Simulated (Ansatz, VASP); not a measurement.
**Two plane-wave programs on ScNbN**

```
Nb Sc N
1.0
     3.06893    0.00000    0.00000
    -1.53446    2.65777    0.00000
     0.00000    0.00000   10.21717
Nb Sc N
2 2 2
Cartesian
  0.0000 1.7718 2.5280
  1.5345 0.8859 7.6891
  0.0000 0.0000 0.0000
  0.0000 0.0000 5.1086
  0.0000 1.7718 6.4145
  1.5345 0.8859 3.8027
```

Alike in both runs: task single point; functional PBE; k mesh 10 × 10 × 3; occupations fermi-dirac, width 0.05 eV; no spin polarisation.

```csv
,VASP,Ansatz
version,VASP 6.6.1,Ansatz 0.2.0
potentials or method,"VASP PAW PBE potentials, release 64 (Nb_sv, Sc_sv, N)",Ansatz PAW
plane-wave cutoff (eV),520,420
valence electrons in the cell,58,58
```

```tsv
	VASP	Ansatz	Ansatz less VASP
gap on the k mesh at the Fermi level (eV)	none	none	-
pressure (GPa)	5.8	5.7	-0.15
traceless stress, the component that is largest in VASP (GPa)	0.08	0.04	-0.049
rms of the force components (eV/Å)	0.101	0.089	-0.0124
```

Atom by atom the forces differ by 0.028 eV/Å (rms over components). A gap of «none» marks a metal or a gap that the smearing closes. The functional is the same, so the differences come from potentials, cutoffs and numerics.
